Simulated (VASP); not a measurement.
Write the native input for VASP 6.6.1 that does the following.

* Task: single point
* Functional: LDA
* Potentials or basis: VASP PAW LDA potentials, release 64 (Sn_d, Se)
* Cutoff: 520 eV
* k mesh: 8 × 8 × 8
* Occupations: gaussian, width 0.05 eV
* Spin: no spin polarisation
* Dipole correction: no
* Further INCAR settings: ALGO = Normal; EDIFF = 1e-06; NBANDS = 17

The structure of SnSe lies in POSCAR:

```
SnSe
1.0
    0.0000000000      2.9024480535      2.9466477701
    2.9908474867      0.0000000000      2.9466477701
    2.9908474867      2.9024480535      0.0000000000
Sn Se
1 1
Direct
    0.0000000000      0.0000000000      0.0000000000
    0.5000000000      0.5000000000      0.5000000000
```

This cell differs from its parent crystal: strain +0.0150 x Voigt [1, -1, 0, 0, 0, 0].

One way to write it, as run:

INCAR

```
  PREC = Accurate
  ENCUT = 520
  EDIFF = 1E-6
  ISMEAR = 0
  SIGMA = 0.05
  LREAL = F
  LASPH = T
  NELM = 100
  ALGO = Normal
  ISIF = 2
  LWAVE = F
  LCHARG = T
  LELF = T
  LVHAR = T
  NBANDS = 17
```

KPOINTS

```
regular mesh
0
Gamma
  8 8 8
```

Potentials or basis: VASP PAW LDA potentials, release 64 (Sn_d, Se).

Launch:

```bash
$ cat potpaw_LDA.64/Sn_d/POTCAR potpaw_LDA.64/Se/POTCAR > POTCAR
$ mpirun -np 1 vasp_std > vasp.out
```

It gave:

```
Pressure               : 0.2 GPa
Band gap on the k mesh : 0.72 eV (least direct gap 0.82 eV)
```

Caveat: the cell differs from its parent crystal (strain +0.0150 x Voigt [1, -1, 0, 0, 0, 0]); spin-orbit coupling is left out, which moves the levels of the heavy elements.

It took 85 s on 1 thread of Intel Xeon 8259CL, with other jobs on the host, peak memory 0.21 GiB.
